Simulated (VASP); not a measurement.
# LiBi3 (P6_3/mmc) in VASP: notebook

LiBi3 is run at these levels: PBE; tasks: single point.

Program: VASP 6.6.1. These are calculated values, not measurements. Logs are shortened: lines on timing, memory, paths and dates and some standing lists are left out, and cuts for length are marked.

### Step 1. The cell of the first run

The structure is hexagonal, space group P6_3/mmc (No. 194). Conventional cell: a = 6.729 Å, b = 6.729 Å, c = 5.401 Å, α = 90.00°, β = 90.00°, γ = 120.00°. Li (site symmetry -6m2) has 12 Bi at 3.32 to 3.36 Å within 4.4 Å. Within 4.4 Å of Bi (site symmetry mm2) lie 4 Li at 3.32 to 3.36 Å and 8 Bi at 3.33 to 3.37 Å.

### Step 2. Single point, PBE

The input, INCAR:

```
ALGO = Fast
EDIFF = 1E-6
ENCUT = 520
GGA = PE
ISIF = 2
ISMEAR = 0
LASPH = True
LCHARG = True
LELF = True
LREAL = False
LVHAR = True
LWAVE = False
NBANDS = 58
NELM = 80
PREC = Accurate
SIGMA = 0.1
```

The input, KPOINTS:

```
k-points
0
Gamma
  3 3 4
```

The input, POSCAR:

```
LiBi3
1.0
    6.7291549851      0.0000000000      0.0000000000
   -3.3645774925      5.8276191631      0.0000000000
    0.0000000000      0.0000000000      5.4011851324
Li Bi
2 6
Direct
    0.3333333333      0.6666666667      0.2500000000
    0.6666666667      0.3333333333      0.7500000000
    0.8330000000      0.6660000000      0.2500000000
    0.1670000000      0.8330000000      0.7500000000
    0.3340000000      0.1670000000      0.2500000000
    0.1670000000      0.3340000000      0.7500000000
    0.8330000000      0.1670000000      0.2500000000
    0.6660000000      0.8330000000      0.7500000000
```

Potentials or basis: VASP PAW PBE potentials, release 64 (Li_sv, Bi_d).

The run is started by

```console
> cat potpaw_PBE.64/Li_sv/POTCAR potpaw_PBE.64/Bi_d/POTCAR > POTCAR
> mpirun -np 1 vasp_std > vasp.out
```

OUTCAR:

```text
EDIFF = 1E-6
   ENCUT = 520
   GGA = PE
   ISIF = 2
   ISMEAR = 0
   LASPH = True
   LREAL = False
   NELM = 80
   PREC = Accurate

 ion  position               nearest neighbor table
   1  0.333  0.667  0.250-
   2  0.667  0.333  0.750-
   3  0.833  0.666  0.250-   8 3.33   8 3.33   4 3.33   4 3.33   7 3.36   5 3.36   7 3.37   5 3.37

   4  0.167  0.833  0.750-   5 3.33   5 3.33   3 3.33   3 3.33   6 3.36   8 3.36   6 3.37   8 3.37

   5  0.334  0.167  0.250-   6 3.33   6 3.33   4 3.33   4 3.33   7 3.36   3 3.36   7 3.37   3 3.37

   6  0.167  0.334  0.750-   5 3.33   5 3.33   7 3.33   7 3.33   4 3.36   8 3.36   4 3.37   8 3.37

   7  0.833  0.167  0.250-   8 3.33   8 3.33   6 3.33   6 3.33   3 3.36   5 3.36   3 3.37   5 3.37

   8  0.666  0.833  0.750-   3 3.33   3 3.33   7 3.33   7 3.33   4 3.36   6 3.36   4 3.37   6 3.37

  LATTYP: Found a hexagonal cell.
 ALAT       =     6.7291549851
 C/A-ratio  =     0.8026542923

  Lattice vectors:

 A1 = (   6.7291549851,   0.0000000000,   0.0000000000)
 A2 = (  -3.3645774925,   5.8276191631,   0.0000000000)
 A3 = (   0.0000000000,   0.0000000000,   5.4011851324)

Analysis of symmetry for initial positions (statically):
=====================================================================
 Subroutine PRICEL returns:
 Original cell was already a primitive cell.

 Routine SETGRP: Setting up the symmetry group for a
 hexagonal supercell.

 Subroutine GETGRP returns: Found 24 space group operations
 (whereof 12 operations were pure point group operations)
 out of a pool of 24 trial point group operations.

The static configuration has the point symmetry D_3d.
 The point group associated with its full space group is D_6h.

Analysis of symmetry for dynamics (positions and initial velocities):
=====================================================================
 Subroutine PRICEL returns:
 Original cell was already a primitive cell.

 Routine SETGRP: Setting up the symmetry group for a
 hexagonal supercell.

 Subroutine GETGRP returns: Found 24 space group operations
 (whereof 12 operations were pure point group operations)
 out of a pool of 24 trial point group operations.

The dynamic configuration has the point symmetry D_3d.
 The point group associated with its full space group is D_6h.

 Subroutine INISYM returns: Found 24 space group operations
 (whereof 12 operations are pure point group operations),
 and found     1 'primitive' translations

----------------------------------------------------------------------------------------

                                     Primitive cell

  volume of cell :     211.8072

  direct lattice vectors                    reciprocal lattice vectors
     6.729154985  0.000000000  0.000000000     0.148607069  0.085798331  0.000000000
    -3.364577493  5.827619163  0.000000000     0.000000000  0.171596663  0.000000000
     0.000000000  0.000000000  5.401185132     0.000000000  0.000000000  0.185144552

  length of vectors
     6.729154985  6.729154985  5.401185132     0.171596663  0.171596663  0.185144552

  position of ions in fractional coordinates (direct lattice)
     0.333333333  0.666666667  0.250000000
     0.666666667  0.333333333  0.750000000
     0.833000000  0.666000000  0.250000000
     0.167000000  0.833000000  0.750000000
     0.334000000  0.167000000  0.250000000
     0.167000000  0.334000000  0.750000000
     0.833000000  0.167000000  0.250000000
     0.666000000  0.833000000  0.750000000

  ion indices of the primitive-cell ions
   primitive index   ion index
                 1           1
                 2           2
                 3           3
                 4           4
                 5           5
                 6           6
                 7           7
                 8           8

----------------------------------------------------------------------------------------

 KPOINTS: k-points

Automatic generation of k-mesh.
 Grid dimensions read from file:
 generate k-points for:    3    3    4

 Generating k-lattice:

  Cartesian coordinates                     Fractional coordinates (reciprocal lattice)
     0.049535690  0.028599444  0.000000000     0.333333333  0.000000000  0.000000000
     0.000000000  0.057198888  0.000000000     0.000000000  0.333333333  0.000000000
     0.000000000  0.000000000  0.046286138     0.000000000  0.000000000  0.250000000

  Length of vectors
     0.057198888  0.057198888  0.046286138

  Shift w.r.t. Gamma in fractional coordinates (k-lattice)
     0.000000000  0.000000000  0.000000000

 Subroutine IBZKPT returns following result:
 ===========================================

 Found      9 irreducible k-points:

 Following reciprocal coordinates:
            Coordinates               Weight
  0.000000  0.000000  0.000000      1.000000
  0.333333  0.000000  0.000000      6.000000
  0.333333  0.333333  0.000000      2.000000
  0.000000  0.000000  0.250000      2.000000
  0.333333  0.000000  0.250000     12.000000
  0.333333  0.333333  0.250000      4.000000
  0.000000  0.000000  0.500000      1.000000
  0.333333  0.000000  0.500000      6.000000
  0.333333  0.333333  0.500000      2.000000
   k-points           NKPTS =      9   k-points in BZ     NKDIM =      9   number of bands    NBANDS=     58
   number of dos      NEDOS =    301   number of ions     NIONS =      8
   total plane-waves  NPLWV = 100000
   dimension x,y,z NGX =    50 NGY =   50 NGZ =   40
   dimension x,y,z NGXF=   100 NGYF=  100 NGZF=   80
   ions per type =               2   6
   NGX,Y,Z   is equivalent  to a cutoff of  12.35, 12.35, 12.31 a.u.
   NGXF,Y,Z  is equivalent  to a cutoff of  24.71, 24.71, 24.62 a.u.
 SYSTEM =  unknown system
   PREC   = accura    normal or accurate (medium, high low for compatibility)
   ISTART =      0    job   : 0-new  1-cont  2-samecut
   ICHARG =      2    charge: 1-file 2-atom 10-const
   ISPIN  =      1    spin polarized calculation?
   LNONCOLLINEAR =      F non collinear calculations
   LSORBIT =      F    spin-orbit coupling
   LASPH  =      T    aspherical Exc in radial PAW
   ENCUT  =  520.0 eV  38.22 Ry    6.18 a.u.  12.51 12.51 10.04*2*pi/ulx,y,z
   NELM   =     80;   NELMIN=  2; NELMDL= -5     # of ELM steps
   EDIFF  = 0.1E-05   stopping-criterion for ELM
   LREAL  =      F    real-space projection
   EDIFFG = 0.1E-04   stopping-criterion for IOM
   NSW    =      0    number of steps for IOM
   IBRION =     -1    ionic relax: 0-MD 1-quasi-New 2-CG
   NFREE  =      0    steps in history (QN), initial steepest desc. (CG)
   ISIF   =      2    stress and relaxation
   ISYM   =      2    0-nonsym 1-usesym 2-fastsym
   POTIM  = 0.5000    time-step for ionic-motion
   TEBEG  =    0.0;   TEEND  =   0.0 temperature during run
   PSTRESS=    0.0 pullay stress
   NELECT =      96.0000    total number of electrons
   NUPDOWN=      -1.0000    fix difference up-down
   EMIN   =  10.00;   EMAX   =-10.00  energy-range for DOS
   EFERMI =   0.00;   METHOD = LEGACY
   ISMEAR =     0;   SIGMA  =   0.10  broadening in eV -4-tet -1-fermi 0-gaus
   EFERMI_NEDOS =   21; number of points for ismear=-14 and -15
   IALGO  =     68    algorithm
   IMIX   =      4    mixing-type and parameters
     AMIX     =   0.40;   BMIX     =  1.00
     AMIX_MAG =   1.60;   BMIX_MAG =  1.00
  volume/ion in A,a.u.               =      26.48       178.67
  Fermi-wavevector in a.u.,A,eV,Ry     =   1.257530  2.376387 21.516001  1.581381
  Thomas-Fermi vector in A             =   2.391184
   LORBIT       =      0    0 simple, 1 ext, 2 COOP (PROOUT), +10 PAW based schemes
   GGA     = PE    functional components
   LHFCALC =     F    Hartree Fock is set to
   AEXX    =    0.0000 exact exchange contribution
   IVDW    =     0    specifies the selected vdW correction
   LEPSILON=     F    determine dielectric tensor
   LRPA    =     F    only Hartree local field effects (RPA)
 non-spin polarized calculation
 RMM-DIIS sequential band-by-band and
 Gauss-broadening in eV      SIGMA  =   0.10
  energy-cutoff  :      520.00
  volume of cell :      211.81
 maximum number of plane-waves:      5768
 NGX is ok and might be reduce to    50
   NGX = 25   NGY = 25   NGZ = 21

 number of electron      96.0000027 magnetization

 Free energy of the ion-electron system (eV)
  ---------------------------------------------------
  ext. energy  EPLUGINS =         0.00000000
  ---------------------------------------------------
  free energy    TOTEN  =       -27.44032381 eV

  energy without entropy =      -27.42776594  energy(sigma->0) =      -27.43404487

 E-fermi :   7.4707     XC(G=0):  -9.9889

 val. band max:        7.4176534304   @ k =   0.3333   0.0000   0.0000
 cond. band min:       7.5491774290   @ k =   0.0000   0.0000   0.2500
 fundamental gap:      0.1315239987
 Fermi energy:         7.4706775681

 k-point     1 :       0.0000    0.0000    0.0000
  band No.  band energies     occupation
      1     -39.8265      2.00000
      2     -39.8264      2.00000
      3     -15.6253      2.00000
      4     -15.5861      2.00000
      5     -15.5845      2.00000
      6     -15.5845      2.00000
[... 50 lines left out ...]
     57      11.9092      0.00000
     58      11.9235      0.00000

 k-point     2 :       0.3333    0.0000    0.0000
  band No.  band energies     occupation
      1     -39.8265      2.00000
      2     -39.8265      2.00000
      3     -15.5957      2.00000
      4     -15.5643      2.00000
      5     -15.5591      2.00000
      6     -15.5297      2.00000
[... 50 lines left out ...]
     57      11.3897      0.00000
     58      11.5141      0.00000

 k-point     3 :       0.3333    0.3333    0.0000
  band No.  band energies     occupation
      1     -39.8265      2.00000
      2     -39.8265      2.00000
      3     -15.5530      2.00000
      4     -15.5430      2.00000
      5     -15.5430      2.00000
      6     -15.5419      2.00000
[... 301 lines left out ...]
      3     -15.5759      2.00000
      4     -15.5759      2.00000
      5     -15.5469      2.00000
      6     -15.5469      2.00000
[... 50 lines left out ...]
     57      11.1304      0.00000
     58      11.1308      0.00000

 k-point     9 :       0.3333    0.3333    0.5000
  band No.  band energies     occupation
      1     -39.8265      2.00000
      2     -39.8265      2.00000
      3     -15.5583      2.00000
      4     -15.5583      2.00000
      5     -15.5256      2.00000
      6     -15.5256      2.00000
[... 50 lines left out ...]
     57      11.7258      0.00000
     58      11.7363      0.00000

------------------------ aborting loop because EDIFF is reached ----------------------------------------

  FORCE on cell =-STRESS in cart. coord.  units (eV):
  Direction    XX          YY          ZZ          XY          YZ          ZX
  --------------------------------------------------------------------------------------
  -------------------------------------------------------------------------------------
  Total        6.7904915      6.7904915      7.3658059      0.0000000      0.0000000      0.0000000
  in kB       51.3654424     51.3654424     55.7173044      0.0000000      0.0000000      0.0000000
  external PRESSURE =      52.8160631 kB  Pullay stress =       0.0000000 kB

 VOLUME and BASIS-vectors are now :
 -----------------------------------------------------------------------------
  energy-cutoff  :      520.00
  volume of cell :      211.81
      direct lattice vectors                 reciprocal lattice vectors
     6.729154985  0.000000000  0.000000000     0.148607069  0.085798331  0.000000000
    -3.364577493  5.827619163  0.000000000     0.000000000  0.171596663  0.000000000
     0.000000000  0.000000000  5.401185132     0.000000000  0.000000000  0.185144552

 POSITION                                       TOTAL-FORCE (eV/Angst)
 -----------------------------------------------------------------------------------
     -0.00000      3.88508      1.35030         0.000000     -0.000000     -0.000000
      3.36458      1.94254      4.05089         0.000000     -0.000000     -0.000000
      3.36458      3.88119      1.35030        -0.000000     -0.786274     -0.000000
     -1.67892      4.85441      4.05089         0.680934     -0.393137      0.000000
      1.68565      0.97321      1.35030         0.680934      0.393137      0.000000
      0.00000      1.94642      4.05089         0.000000      0.786274     -0.000000
      5.04350      0.97321      1.35030        -0.680934      0.393137      0.000000
      1.67892      4.85441      4.05089        -0.680934     -0.393137     -0.000000
 -----------------------------------------------------------------------------------
    total drift:                               -0.000000      0.000000      0.000000

  FREE ENERGIE OF THE ION-ELECTRON SYSTEM (eV)
  ---------------------------------------------------
  free  energy   TOTEN  =       -27.4403238126 eV

  energy  without entropy=      -27.4277659363  energy(sigma->0) =      -27.43404487
```

Wall time 15 min (1 thread of Oxide Virtual Turin-like, shared host); peak memory 0.31 GiB.

What came out:

| Item | Value |
| --- | --- |
| Free energy | -27.4403 eV |
| Largest force | 0.786 eV/Å |
| Band gap on the k mesh | zero (bands 48 and 49 overlap by 2.73 eV) |

Forces in eV/Å, atoms in the order of the input:
```
Li   0.000  0.000  0.000
Li   0.000  0.000  0.000
Bi   0.000 -0.786  0.000
Bi   0.681 -0.393  0.000
Bi   0.681  0.393  0.000
Bi   0.000  0.786  0.000
Bi  -0.681  0.393  0.000
Bi  -0.681 -0.393  0.000
```

Levels at points of the mesh, in eV from the Fermi level:
```csv
k point,band 45,band 46,band 47,band 48,band 49,band 50,band 51,band 52
"(0.00, 0.00, 0.00)",-1.88,-1.84,-1.84,0.80,0.80,0.89,0.94,1.81
"(0.00, 0.00, 0.50)",-1.65,-1.65,2.44,2.44,2.46,2.46,2.54,2.54
```

Caveat: the cutoff is under 1.25 times the usual one of these potentials, so pressure, stress and relaxed cells hold a basis-set (Pulay) error; spin-orbit coupling is left out, which moves the levels of the heavy elements.

### Step 3. Single point, PBE

This run uses another cell than the first one, of 29.06 Å³/atom.

The input, INCAR:

```
SYSTEM = LiBi3
ALGO = Fast ; EDIFF = 1E-6
ENCUT = 520 ; GGA = PE
ISIF = 2 ; ISMEAR = 0
LASPH = .True. ; LCHARG = .True.
LELF = .True. ; LREAL = .False.
LVHAR = .True. ; LWAVE = .False.
NBANDS = 58 ; NELM = 80
PREC = Accurate ; SIGMA = 0.1
```

The input, KPOINTS:

```
k-points
0
Gamma
  3 3 4
  0 0 0
```

The input, POSCAR:

```
LiBi3
1.0
    7.0660313483      0.0000000000      0.0000000000
   -3.5330156741      6.1193626515      0.0000000000
    0.0000000000      0.0000000000      5.3758221110
Li Bi
2 6
Direct
    0.3333333333      0.6666666667      0.2500000000
    0.6666666667      0.3333333333      0.7500000000
    0.8225024865      0.6450049729      0.2500000000
    0.1774975135      0.8225024865      0.7500000000
    0.3549950271      0.1774975135      0.2500000000
    0.1774975135      0.3549950271      0.7500000000
    0.8225024865      0.1774975135      0.2500000000
    0.6450049729      0.8225024865      0.7500000000
```

Potentials or basis: VASP PAW PBE potentials, release 64 (Li_sv, Bi_d).

The run is started by

```console
> cat potpaw_PBE.64/Li_sv/POTCAR potpaw_PBE.64/Bi_d/POTCAR > POTCAR
> mpirun -np 1 vasp_std > vasp.out
```

Run time: 11 min. Hardware: 1 thread of Oxide Virtual Turin-like, shared host; peak memory 0.35 GiB.

Results (log left out):

```yaml
Free_energy: -28.0066 eV
Largest_force: 0.011 eV/Å
Band_gap_on_the_k_mesh: zero (bands 48 and 49 overlap by 2.35 eV)
```

Forces on the atoms (eV/Å):
```
Li   0.000  0.000  0.000
Li   0.000  0.000  0.000
Bi   0.000 -0.011  0.000
Bi   0.009 -0.005  0.000
Bi   0.009  0.005  0.000
Bi   0.000  0.011  0.000
Bi  -0.009  0.005  0.000
Bi  -0.009 -0.005  0.000
```

Levels at points of the mesh, in eV from the Fermi level:
```
           k point  band 46  band 47  band 48  band 49  band 50  band 51
(0.00, 0.00, 0.00)    -1.51    -1.51     0.25     0.45     0.53     0.53
(0.00, 0.00, 0.50)    -1.72     1.91     1.91     2.12     2.12     2.12
```

Caveat: the cutoff is under 1.25 times the usual one of these potentials, so pressure, stress and relaxed cells hold a basis-set (Pulay) error; spin-orbit coupling is left out, which moves the levels of the heavy elements.
